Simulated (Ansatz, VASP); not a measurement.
## One calculation of ZnS, two programs

Contents of POSCAR:

```
ZnS
1.0
    0.0000000000      2.7046500000      2.7046500000
    2.9413068750      0.0000000000      2.7046500000
    2.9413068750      2.7046500000      0.0000000000
Zn S
1 1
Direct
    0.0000000000      0.0000000000      0.0000000000
    0.7500000000      0.7500000000      0.7500000000
```

INCAR.step1

```
SYSTEM = ZnS
PREC = Accurate ; ENCUT = 520
ISMEAR = 0 ; SIGMA = 0.05
LREAL = .FALSE. ; LASPH = .TRUE.
NELM = 100 ; NBANDS = 16
GGA = PE ; ALGO = Normal
EDIFF = 1E-4 ; LWAVE = .TRUE.
LCHARG = .FALSE.
```

The input INCAR.step2:

```
SYSTEM = ZnS
PREC = Accurate ; ENCUT = 520
EDIFF = 1E-6 ; ISMEAR = 0
SIGMA = 0.05 ; LREAL = .FALSE.
LASPH = .TRUE. ; NELM = 100
ALGO = Normal ; ISIF = 2
LWAVE = .FALSE. ; LCHARG = .FALSE.
METAGGA = R2SCAN ; LMIXTAU = .TRUE.
NBANDS = 16 ; ISTART = 1
```

Contents of KPOINTS:

```
Automatic mesh
0
G
  8 8 8
  0 0 0
```

Input for Ansatz:

```yaml
crystal:
  lattice:
    - [0.0, 2.70465, 2.70465]
    - [2.941306875, 0.0, 2.70465]
    - [2.941306875, 2.70465, 0.0]
  atoms:
    - { symbol: Zn, position: [0.0, 0.0, 0.0] }
    - { symbol: S, position: [0.75, 0.75, 0.75] }
basis:
  ecutwfc: 500
kpoints:
  mp_grid: { grid: [8, 8, 8] }
hamiltonian:
  xc: r2scan
scf:
  occupations: { method: gaussian, width: 0.05 }
output:
  forces: true
  stress: true
  eigenvalues: true
```

Change from the starting cell: strain +0.0875 x Voigt [1, 0, 0, 0, 0, 0], atoms carried along.

Alike in both runs: task single point; functional r2SCAN; k mesh 8 × 8 × 8; occupations gaussian, width 0.05 eV; no spin polarisation.

|  | VASP | Ansatz |
| --- | --- | --- |
| version | VASP 6.6.1 | Ansatz 0.2.0 |
| potentials or method | VASP PAW PBE potentials, release 64 (Zn, S), cutoff 520 eV | scalar-relativistic, plane waves, PAW |
| valence electrons in the cell | 18 | 18 |

```csv
,VASP,Ansatz,Ansatz less VASP
gap on the k mesh at the Fermi level (eV),2.14,2.13,-0.004
least direct gap on the mesh (eV),2.14,2.13,-0.004
pressure (GPa),-6.1,-6.2,-0.05
"traceless stress, the component that is largest in VASP (GPa)",-2.88,-2.89,-0.006
```

VASP's potentials were made for PBE, not for r2SCAN.
